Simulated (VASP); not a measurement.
Input of a VASP 6.6.1 run:

File INCAR:

```
PREC     = Accurate       # precision mode
ENCUT    = 520            # plane-wave cutoff, eV
EDIFF    = 1E-7           # SCF threshold, eV
ISMEAR   = 0              # smearing method
SIGMA    = 0.1            # smearing width, eV
LREAL    = F              # projectors in reciprocal space
LASPH    = T              # aspherical terms in the spheres
NELM     = 60             # most SCF steps
ALGO     = Normal         # electronic algorithm
ISIF     = 2              # what is computed and relaxed
LWAVE    = F              # write WAVECAR
LCHARG   = F              # write CHGCAR
GGA      = PE             # functional
NBANDS   = 26             # bands
```

Contents of KPOINTS:

```
Automatic mesh
0
Gamma
  4 4 4
```

POSCAR

```
ScSi4O
1.0
    4.2125337800      0.0000000000      0.0000000000
    0.0000000000      4.2125337800      0.0000000000
    0.0000000000      0.0000000000      4.2125337800
Sc Si O
1 4 1
Direct
    0.0000000000      0.0000000000      0.0000000000
    0.1480000000      0.1480000000      0.1480000000
    0.1480000000      0.8520000000      0.8520000000
    0.8520000000      0.8520000000      0.1480000000
    0.8520000000      0.1480000000      0.8520000000
    0.5000000000      0.5000000000      0.5000000000
```

Potentials or basis: VASP PAW PBE potentials, release 64 (Sc_sv, Si, O).

The run is started by

```bash
$ cat potpaw_PBE.64/Sc_sv/POTCAR potpaw_PBE.64/Si/POTCAR potpaw_PBE.64/O/POTCAR > POTCAR
$ mpirun -np 1 vasp_std > vasp.out
```

Problem. Predict the pressure.

Solution. 304.3 GPa.

Problem. Estimate the band gap on the k mesh.

Solution. Zero (an odd number of electrons rules out a gap without spin polarisation).

Forces on the atoms (eV/Å):
```
Sc    0.000   0.000   0.000
Si   57.567  57.567  57.567
Si   57.567 -57.567 -57.567
Si  -57.567 -57.567  57.567
Si  -57.567  57.567 -57.567
O     0.000   0.000   0.000
```

Caveat: the k points lie up to 0.37 Å⁻¹ apart, too coarse for converged energies and pressures of a metal; atoms lie so close that the PAW spheres overlap strongly, which falsifies energies and pressures; an odd number of electrons without spin polarisation forces a metal; a magnetic or distorted state may lie lower.
